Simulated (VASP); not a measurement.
Runs of VASP 6.6.1 on AgCl (rocksalt type). The structure is that of space group Fm-3m (No. 225), or close to it. The cells are those of the table. 

```csv
task,cell,cutoff (eV),k mesh for the DOS,occupations for the DOS,gap on the mesh (eV),pressure (GPa)
single point,"a = 2.952 Å, angles 60.0°, 2 atoms",520,-,-,none,345.3
single point,"a = 2.838 Å, angles 60.0°, 2 atoms",520,-,-,none,520.4
single point,"a = 3.649 Å, angles 60.0°, 2 atoms",520,-,-,0.82,14.0
relaxation of cell and atoms,"relaxed from a = 3.452 Å, angles 60.0°, 2 atoms",600,-,-,0.74,0.0
single point,"a = 3.852 Å, angles 60.0°, 2 atoms",520,-,-,0.74,(a)
single point,"a = 3.156 Å, angles 60.0°, 2 atoms",520,-,-,0.62,(b)
```

Alike in all rows: level PBEsol; potentials or basis VASP PAW PBE potentials, release 64 (Ag, Cl); no spin polarisation; k mesh 15 × 15 × 15; smearing fermi-dirac 0.08 eV.

Problem. Fill in the values left out.

Solution. (a) -0.1; (b) 158.6.

Caveats: the PAW data sets were made with another functional, which shifts forces and pressure a little.

A k mesh can miss the band edges, and the runs leave out spin-orbit coupling on Ag.

A gap of «none» marks levels without a gap at the run's occupations.
